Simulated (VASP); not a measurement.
Crystal: Ti3Si.

```
Ti Si
1.0
     0.00000    3.14436    3.14436
     3.14436    0.00000    3.14436
     3.14436    3.14436    0.00000
Ti Si
3 1
Direct
  0.75000 0.75000 0.75000
  0.25000 0.25000 0.25000
  0.00000 0.00000 0.00000
  0.50000 0.50000 0.50000
```

```yaml
Program: VASP 6.6.1
Task: relaxation of cell and atoms
Functional: LDA
Potentials_or_basis: VASP PAW LDA potentials, release 64 (Ti_sv, Si)
Cutoff: 600 eV
k_mesh: 8 × 8 × 8
Occupations: fermi-dirac, width 0.1 eV
Spin: no spin polarisation
```

At the start: pressure -8.9 GPa; volume 15.54 Å³/atom.

Task: Where does the relaxation end?

Result: Over 3 steps the energy falls by 29.5 meV/atom and the volume is 14.54 Å³/atom (-6.4 %); space group Fm-3m (No. 225, to 0.1 Å) before and after.

The path:
```
step  energy change (eV)  largest force (eV/Å)  pressure (GPa)  volume (Å³)
   1              0.0000                0.0000           -8.86        62.18
   2             -0.0171                0.0000           10.07        54.76
   3             -0.1181                0.0000           -0.08        58.17
```

Final structure:
```cif
data_structure
_symmetry_space_group_name_H-M 'P 1'
_symmetry_Int_Tables_number 1
_cell_length_a 4.3491
_cell_length_b 4.3491
_cell_length_c 4.3491
_cell_angle_alpha 60.000
_cell_angle_beta 60.000
_cell_angle_gamma 60.000
_cell_volume 58.17
loop_
_atom_site_label
_atom_site_type_symbol
_atom_site_fract_x
_atom_site_fract_y
_atom_site_fract_z
_atom_site_occupancy
Ti1 Ti 0.75000 0.75000 0.75000 1
Ti2 Ti 0.25000 0.25000 0.25000 1
Ti3 Ti 0.00000 0.00000 0.00000 1
Si1 Si 0.50000 0.50000 0.50000 1
```
